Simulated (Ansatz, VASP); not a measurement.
# Rh: VASP beside Ansatz

```
Rh
1.0
     0.00000    1.90081    1.90081
     1.90081    0.00000    1.90081
     1.90081    1.90081    0.00000
Rh
1
Direct
  0.00000 0.00000 0.00000
```

Alike in both runs: task single point; functional r2SCAN; k mesh 23 × 23 × 23; occupations fermi-dirac, width 0.1 eV; no spin polarisation.

|  | VASP | Ansatz |
| --- | --- | --- |
| version | VASP 6.6.1 | Ansatz 0.2.0 |
| potentials or method | VASP PAW PBE potentials, release 64 (Rh_pv), cutoff 520 eV | plane waves (500 eV) with PAW, scalar-relativistic |
| valence electrons in the cell | 15 | 17 |

VASP gave:

* pressure (GPa): 1.2

Estimate Ansatz's values.

pressure (GPa): 0.0.

VASP's potentials were made for PBE, not for r2SCAN. With one functional, cell and mesh, what is left measures potentials, basis and numerics. VASP's potentials hold 15 valence electrons a cell and Ansatz's 17, so a difference there can come from the potentials and not from the codes.
